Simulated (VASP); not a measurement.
Here is a VASP 6.6.1 calculation.

File POSCAR:

```
BeS
1.0
    0.0000000000      2.4266447343      2.4266447343
    2.4266447343      0.0000000000      2.4266447343
    2.4266447343      2.4266447343      0.0000000000
Be S
1 1
Direct
    0.0000000000      0.0000000000      0.0000000000
    0.2500000000      0.2500000000      0.2500000000
```

INCAR.step1

```
SYSTEM = BeS
PREC = Accurate ; ENCUT = 520
EDIFF = 1E-5 ; ISMEAR = -1
SIGMA = 0.02 ; LREAL = .FALSE.
LASPH = .TRUE. ; NELM = 100
ALGO = Normal ; ISIF = 2
LWAVE = .TRUE. ; LCHARG = .FALSE.
NBANDS = 11 ; GGA = PE
```

Contents of INCAR.step2:

```
SYSTEM = BeS
PREC = Accurate ; ENCUT = 520
EDIFF = 1E-6 ; ISMEAR = -1
SIGMA = 0.02 ; LREAL = .FALSE.
LASPH = .TRUE. ; NELM = 100
ALGO = Normal ; ISIF = 2
LWAVE = .FALSE. ; LCHARG = .FALSE.
GGA = PE ; LHFCALC = .TRUE.
HFSCREEN = 0.2079 ; PRECFOCK = Normal
NBANDS = 11 ; ISTART = 1
```

Contents of KPOINTS:

```
Automatic mesh
0
G
  6 6 6
  0 0 0
```

Potentials or basis: VASP PAW PBE potentials, release 64 (Be, S).

Launch:

```bash
$ cat potpaw_PBE.64/Be/POTCAR potpaw_PBE.64/S/POTCAR > POTCAR
$ cp INCAR.step1 INCAR
$ mpirun -np 1 vasp_std > vasp.out
$ cp INCAR.step2 INCAR
$ mpirun -np 1 vasp_std > vasp.out
```

(1) Predict the pressure.

(2) What does it give for the band gap on the k mesh?

## Answers

(1) -0.1 GPa.

(2) 4.05 eV, indirect (least direct gap 6.87 eV).

Caveat: the PAW data sets were made with another functional, which shifts forces and pressure a little.
